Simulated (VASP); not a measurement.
# Sn (Fd-3m) in VASP: notebook

The runs below take Sn through single point, relaxation of cell and atoms, with PBEsol.

Program: VASP 6.6.1. These are calculated values, not measurements. Logs are shortened: lines on timing, memory, paths and dates and some standing lists are left out, and cuts for length are marked.

### Step 1. The cell of the first run

Symmetry: Fd-3m, No. 227, cubic system. Conventional cell: a = 6.542 Å, b = 6.542 Å, c = 6.542 Å, α = 90.00°, β = 90.00°, γ = 90.00°. Sn (site symmetry -43m) has 4 Sn at 2.83 Å within 3.7 Å.

This isn't the form of Sn at room conditions, which is tetragonal (white tin).

### Step 2. Single point, PBEsol

INCAR

```
PREC = Accurate
ENCUT = 520
EDIFF = 1E-7
ISMEAR = 0
SIGMA = 0.02
LREAL = F
LASPH = T
NELM = 60
ALGO = Normal
ISIF = 2
LWAVE = F
LCHARG = T
GGA = PS
LELF = T
LVHAR = T
NBANDS = 21
```

KPOINTS

```
Automatic mesh
0
Gamma
  11 11 11
```

POSCAR

```
Sn
1.0
    0.0000000000      3.2710823392      3.2710823392
    3.2710823392      0.0000000000      3.2710823392
    3.2710823392      3.2710823392      0.0000000000
Sn
2
Direct
    0.0000000000      0.0000000000      0.0000000000
    0.2500000000      0.2500000000      0.2500000000
```

Potentials or basis: VASP PAW PBE potentials, release 64 (Sn_d).

Started as:

```sh
$ cat potpaw_PBE.64/Sn_d/POTCAR > POTCAR
$ mpirun -np 1 vasp_std > vasp.out
```

OUTCAR:

```text
PREC = Accurate
   ENCUT = 520
   EDIFF = 1E-7
   ISMEAR = 0
   LREAL = F
   LASPH = T
   NELM = 60
   ISIF = 2
   GGA = PS

 ion  position               nearest neighbor table
   1  0.000  0.000  0.000-   2 2.83   2 2.83   2 2.83   2 2.83
   2  0.250  0.250  0.250-   1 2.83   1 2.83   1 2.83   1 2.83

  LATTYP: Found a face centered cubic cell.
 ALAT       =     6.5421646784

  Lattice vectors:

 A1 = (   0.0000000000,   3.2710823392,   3.2710823392)
 A2 = (   3.2710823392,   0.0000000000,   3.2710823392)
 A3 = (   3.2710823392,   3.2710823392,   0.0000000000)

Analysis of symmetry for initial positions (statically):
=====================================================================
 Subroutine PRICEL returns:
 Original cell was already a primitive cell.

 Routine SETGRP: Setting up the symmetry group for a
 face centered cubic supercell.

 Subroutine GETGRP returns: Found 48 space group operations
 (whereof 24 operations were pure point group operations)
 out of a pool of 48 trial point group operations.

The static configuration has the point symmetry T_d .
 The point group associated with its full space group is O_h .

Analysis of symmetry for dynamics (positions and initial velocities):
=====================================================================
 Subroutine PRICEL returns:
 Original cell was already a primitive cell.

 Routine SETGRP: Setting up the symmetry group for a
 face centered cubic supercell.

 Subroutine GETGRP returns: Found 48 space group operations
 (whereof 24 operations were pure point group operations)
 out of a pool of 48 trial point group operations.

The dynamic configuration has the point symmetry T_d .
 The point group associated with its full space group is O_h .

 Subroutine INISYM returns: Found 48 space group operations
 (whereof 24 operations are pure point group operations),
 and found     1 'primitive' translations

----------------------------------------------------------------------------------------

                                     Primitive cell

  volume of cell :      70.0010

  direct lattice vectors                    reciprocal lattice vectors
     0.000000000  3.271082339  3.271082339    -0.152854605  0.152854605  0.152854605
     3.271082339  0.000000000  3.271082339     0.152854605 -0.152854605  0.152854605
     3.271082339  3.271082339  0.000000000     0.152854605  0.152854605 -0.152854605

  length of vectors
     4.626009008  4.626009008  4.626009008     0.264751943  0.264751943  0.264751943

  position of ions in fractional coordinates (direct lattice)
     0.000000000  0.000000000  0.000000000
     0.250000000  0.250000000  0.250000000

  ion indices of the primitive-cell ions
   primitive index   ion index
                 1           1
                 2           2

----------------------------------------------------------------------------------------

 KPOINTS: Automatic mesh

Automatic generation of k-mesh.
 Grid dimensions read from file:
 generate k-points for:   11   11   11

 Generating k-lattice:

  Cartesian coordinates                     Fractional coordinates (reciprocal lattice)
    -0.013895873  0.013895873  0.013895873     0.090909091  0.000000000  0.000000000
     0.013895873 -0.013895873  0.013895873     0.000000000  0.090909091  0.000000000
     0.013895873  0.013895873 -0.013895873     0.000000000  0.000000000  0.090909091

  Length of vectors
     0.024068358  0.024068358  0.024068358

  Shift w.r.t. Gamma in fractional coordinates (k-lattice)
     0.000000000  0.000000000  0.000000000

 Subroutine IBZKPT returns following result:
 ===========================================

 Found     56 irreducible k-points:

 Following reciprocal coordinates:
            Coordinates               Weight
  0.000000  0.000000  0.000000      1.000000
  0.090909  0.000000  0.000000      8.000000
  0.181818  0.000000  0.000000      8.000000
  0.272727  0.000000  0.000000      8.000000
  0.363636  0.000000  0.000000      8.000000
  0.454545  0.000000  0.000000      8.000000
[... 16 lines left out ...]
 -0.272727  0.181818  0.000000     24.000000
 -0.181818  0.181818  0.000000     12.000000
 [... further k-points ...]
   k-points           NKPTS =     56   k-points in BZ     NKDIM =     56   number of bands    NBANDS=     21
   number of dos      NEDOS =    301   number of ions     NIONS =      2
   total plane-waves  NPLWV =  46656
   dimension x,y,z NGX =    36 NGY =   36 NGZ =   36
   dimension x,y,z NGXF=    72 NGYF=   72 NGZF=   72
   ions per type =               2
   NGX,Y,Z   is equivalent  to a cutoff of  12.94, 12.94, 12.94 a.u.
   NGXF,Y,Z  is equivalent  to a cutoff of  25.87, 25.87, 25.87 a.u.
 SYSTEM =  unknown system
   PREC   = accura    normal or accurate (medium, high low for compatibility)
   ISTART =      0    job   : 0-new  1-cont  2-samecut
   ICHARG =      2    charge: 1-file 2-atom 10-const
   ISPIN  =      1    spin polarized calculation?
   LNONCOLLINEAR =      F non collinear calculations
   LSORBIT =      F    spin-orbit coupling
   LASPH  =      T    aspherical Exc in radial PAW
   ENCUT  =  520.0 eV  38.22 Ry    6.18 a.u.   8.60  8.60  8.60*2*pi/ulx,y,z
   NELM   =     60;   NELMIN=  2; NELMDL= -5     # of ELM steps
   EDIFF  = 0.1E-06   stopping-criterion for ELM
   LREAL  =      F    real-space projection
   EDIFFG = 0.1E-05   stopping-criterion for IOM
   NSW    =      0    number of steps for IOM
   IBRION =     -1    ionic relax: 0-MD 1-quasi-New 2-CG
   NFREE  =      0    steps in history (QN), initial steepest desc. (CG)
   ISIF   =      2    stress and relaxation
   ISYM   =      2    0-nonsym 1-usesym 2-fastsym
   POTIM  = 0.5000    time-step for ionic-motion
   TEBEG  =    0.0;   TEEND  =   0.0 temperature during run
   PSTRESS=    0.0 pullay stress
   NELECT =      28.0000    total number of electrons
   NUPDOWN=      -1.0000    fix difference up-down
   EMIN   =  10.00;   EMAX   =-10.00  energy-range for DOS
   EFERMI =   0.00;   METHOD = LEGACY
   ISMEAR =     0;   SIGMA  =   0.02  broadening in eV -4-tet -1-fermi 0-gaus
   EFERMI_NEDOS =   21; number of points for ismear=-14 and -15
   IALGO  =     38    algorithm
   IMIX   =      4    mixing-type and parameters
     AMIX     =   0.40;   BMIX     =  1.00
     AMIX_MAG =   1.60;   BMIX_MAG =  1.00
  volume/ion in A,a.u.               =      35.00       236.20
  Fermi-wavevector in a.u.,A,eV,Ry     =   1.206219  2.279423 19.795979  1.454963
  Thomas-Fermi vector in A             =   2.341892
   LORBIT       =      0    0 simple, 1 ext, 2 COOP (PROOUT), +10 PAW based schemes
   GGA     = PS    functional components
   LHFCALC =     F    Hartree Fock is set to
   AEXX    =    0.0000 exact exchange contribution
   IVDW    =     0    specifies the selected vdW correction
   LEPSILON=     F    determine dielectric tensor
   LRPA    =     F    only Hartree local field effects (RPA)
 non-spin polarized calculation
 Gauss-broadening in eV      SIGMA  =   0.02
  energy-cutoff  :      520.00
  volume of cell :       70.00
 maximum number of plane-waves:      1901
   NGX = 17   NGY = 17   NGZ = 17

 number of electron      27.9999986 magnetization

 Free energy of the ion-electron system (eV)
  ---------------------------------------------------
  ext. energy  EPLUGINS =         0.00000000
  ---------------------------------------------------
  free energy    TOTEN  =        -8.46406840 eV

  energy without entropy =       -8.46390338  energy(sigma->0) =       -8.46398589

 E-fermi :   5.1698     XC(G=0):  -8.9606

 val. band max:        5.1626032339   @ k =   0.0909   0.0000   0.0000
 cond. band min:       5.2437658865   @ k =   0.3636   0.0000   0.0000
 fundamental gap:      0.0811626527
 Fermi energy:         5.1698119965

 k-point     1 :       0.0000    0.0000    0.0000
  band No.  band energies     occupation
      1     -16.3173      2.00000
      2     -16.3173      2.00000
      3     -16.3173      2.00000
      4     -16.2602      2.00000
      5     -16.2602      2.00000
      6     -15.9679      2.00000
[... 13 lines left out ...]
     20      13.1477      0.00000
     21      13.1477      0.00000

 k-point     2 :       0.0909    0.0000    0.0000
  band No.  band energies     occupation
      1     -16.3234      2.00000
      2     -16.3234      2.00000
      3     -16.3154      2.00000
      4     -16.2519      2.00000
      5     -16.2519      2.00000
      6     -15.9829      2.00000
[... 13 lines left out ...]
     20      12.4836      0.00000
     21      12.4836      0.00000

 k-point     3 :       0.1818    0.0000    0.0000
  band No.  band energies     occupation
      1     -16.3343      2.00000
      2     -16.3343      2.00000
      3     -16.3101      2.00000
      4     -16.2352      2.00000
      5     -16.2352      2.00000
      6     -15.9999      2.00000
[... 13 lines left out ...]
     20      12.0511      0.00000
     21      12.0511      0.00000

 k-point     4 :       0.2727    0.0000    0.0000
  band No.  band energies     occupation
      1     -16.3433      2.00000
      2     -16.3433      2.00000
      3     -16.3030      2.00000
      4     -16.2193      2.00000
      5     -16.2193      2.00000
      6     -16.0135      2.00000
[... 13 lines left out ...]
     20      12.1312      0.00000
     21      12.1312      0.00000

 k-point     5 :       0.3636    0.0000    0.0000
  band No.  band energies     occupation
      1     -16.3488      2.00000
      2     -16.3488      2.00000
      3     -16.2962      2.00000
      4     -16.2085      2.00000
      5     -16.2085      2.00000
      6     -16.0219      2.00000
[... 13 lines left out ...]
     20      12.7541      0.00000
     21      12.7541      0.00000
[... 382 lines left out ...]
     20      13.3743      0.00000
     21      13.4917      0.00000

 k-point    22 :      -0.3636    0.1818    0.0000
  band No.  band energies     occupation
      1     -16.3739      2.00000
      2     -16.3606      2.00000
      3     -16.2571      2.00000
      4     -16.1925      2.00000
      5     -16.1722      2.00000
      6     -16.0583      2.00000
[... 13 lines left out ...]
     20      12.3614      0.00000
     21      13.4843      0.00000

 k-point    23 :      -0.2727    0.1818    0.0000
  band No.  band energies     occupation
      1     -16.3652      2.00000
      2     -16.3588      2.00000
      3     -16.2682      2.00000
      4     -16.2086      2.00000
      5     -16.1786      2.00000
      6     -16.0556      2.00000
[... 13 lines left out ...]
     20      12.7009      0.00000
     21      14.1695      0.00000

 k-point    24 :      -0.1818    0.1818    0.0000
  band No.  band energies     occupation
      1     -16.3531      2.00000
      2     -16.3517      2.00000
      3     -16.2876      2.00000
      4     -16.2211      2.00000
      5     -16.1958      2.00000
      6     -16.0415      2.00000
[... 13 lines left out ...]
     20      12.6569      0.00000
     21      12.9627      0.00000

 [... further k-points ...]
[... 5 lines left out ...]
  --------------------------------------------------------------------------------------
  -------------------------------------------------------------------------------------
  Total       -0.0466883     -0.0466883     -0.0466883     -0.0000000     -0.0000000      0.0000000
  in kB       -1.0685973     -1.0685973     -1.0685973     -0.0000000     -0.0000000      0.0000000
  external PRESSURE =      -1.0685973 kB  Pullay stress =       0.0000000 kB

 VOLUME and BASIS-vectors are now :
 -----------------------------------------------------------------------------
  energy-cutoff  :      520.00
  volume of cell :       70.00
      direct lattice vectors                 reciprocal lattice vectors
     0.000000000  3.271082339  3.271082339    -0.152854605  0.152854605  0.152854605
     3.271082339  0.000000000  3.271082339     0.152854605 -0.152854605  0.152854605
     3.271082339  3.271082339  0.000000000     0.152854605  0.152854605 -0.152854605

 POSITION                                       TOTAL-FORCE (eV/Angst)
 -----------------------------------------------------------------------------------
      0.00000      0.00000      0.00000        -0.000000     -0.000000     -0.000000
      1.63554      1.63554      1.63554         0.000000      0.000000      0.000000
 -----------------------------------------------------------------------------------
    total drift:                                0.000000      0.000000      0.000000

  FREE ENERGIE OF THE ION-ELECTRON SYSTEM (eV)
  ---------------------------------------------------
  free  energy   TOTEN  =        -8.4640684002 eV

  energy  without entropy=       -8.4639033753  energy(sigma->0) =       -8.46398589
```

Wall time 51 s (1 thread of Intel Xeon Platinum 8259CL at 2.50GHz (Skylake/Cascade Lake), shared host); peak memory 0.23 GiB.

Results:

```
Free energy            : -8.4641 eV
Pressure               : -0.1 GPa
Band gap on the k mesh : zero (bands 14 and 15 overlap by 0.18 eV)
```

Levels at points of the mesh, in eV from the Fermi level:
```csv
k point,band 10,band 11,band 12,band 13,band 14,band 15,band 16,band 17,band 18,band 19
"(0.00, 0.00, 0.00)",-21.13,-10.41,-0.79,0.15,0.15,0.15,2.21,2.21,2.21,4.91
```

Caveat: the PAW data sets were made with another functional, which shifts forces and pressure a little; spin-orbit coupling is left out, which moves the levels of the heavy elements.

### Step 3. Relaxation of cell and atoms, PBEsol

This run uses another cell than the first one, of 33.80 Å³/atom.

INCAR

```
SYSTEM = Sn
PREC     = Accurate       ! precision mode
ENCUT    = 600            ! plane-wave cutoff, eV
EDIFF    = 1E-6           ! SCF threshold, eV
ISMEAR   = 0              ! smearing method
SIGMA    = 0.02           ! smearing width, eV
LREAL    = .FALSE.        ! projectors in reciprocal space
LASPH    = .TRUE.         ! aspherical terms in the spheres
NELM     = 60             ! most SCF steps
ALGO     = Normal         ! electronic algorithm
ISIF     = 3              ! what is computed and relaxed
LWAVE    = .FALSE.        ! write WAVECAR
LCHARG   = .FALSE.        ! write CHGCAR
GGA      = PS             ! functional
IBRION   = 2              ! ionic algorithm
NSW      = 80             ! ionic steps
EDIFFG   = -0.01          ! ionic threshold
```

KPOINTS

```
regular mesh
0
G
  11 11 11
  0 0 0
```

POSCAR

```
Sn
1.0
    0.0000000000      3.2333430000      3.2333430000
    3.2333430000      0.0000000000      3.2333430000
    3.2333430000      3.2333430000      0.0000000000
Sn
2
Direct
    0.0000000000      0.0000000000      0.0000000000
    0.2500000000      0.2500000000      0.2500000000
```

Potentials or basis: VASP PAW PBE potentials, release 64 (Sn_d).

Started as:

```sh
$ cat potpaw_PBE.64/Sn_d/POTCAR > POTCAR
$ mpirun -np 1 vasp_std > vasp.out
```

It took 2.2 min on 1 thread of Intel Xeon Platinum 8259CL at 2.50GHz (Skylake/Cascade Lake), shared host; peak memory 0.29 GiB.

It converged, with:

| Property | Result |
| --- | --- |
| Free energy | -8.4644 eV |
| Relaxed volume | 34.93 Å³/atom |
| Relaxed cell | a = 4.623 Å, b = 4.623 Å, c = 4.623 Å, α = 60.00°, β = 60.00°, γ = 60.00° |
| Space group after relaxing (to 0.1 Å) | Fd-3m (No. 227) |
| Energy gained by relaxing | 5.0 meV/atom |
| Ionic steps | 3 |
| Pressure after relaxing | 0.0 GPa |
| Band gap on the k mesh | zero (bands 14 and 15 overlap by 0.18 eV) |

The path:
```
step  energy change (eV)  largest force (eV/Å)  pressure (GPa)  volume (Å³)
   1              0.0000                0.0000            1.47        67.61
   2             -0.0088                0.0000           -0.44        70.68
   3             -0.0100                0.0000            0.00        69.87
```

Final structure:
```
Sn
1.0
     0.00000    3.26899    3.26899
     3.26899    0.00000    3.26899
     3.26899    3.26899    0.00000
Sn
2
Direct
  0.00000 0.00000 0.00000
  0.25000 0.25000 0.25000
```

Levels at points of the mesh, in eV from the Fermi level:
```csv
k point,band 12,band 13,band 14,band 15,band 16,band 17
"(0.00, 0.00, 0.00)",-0.78,0.15,0.15,0.15,2.21,2.21
```

Caveat: the PAW data sets were made with another functional, which shifts forces and pressure a little; spin-orbit coupling is left out, which moves the levels of the heavy elements. Zero-point motion and thermal expansion aren't in these numbers.

The gap in the log of VASP goes by the Fermi energy; the results here count the filled bands.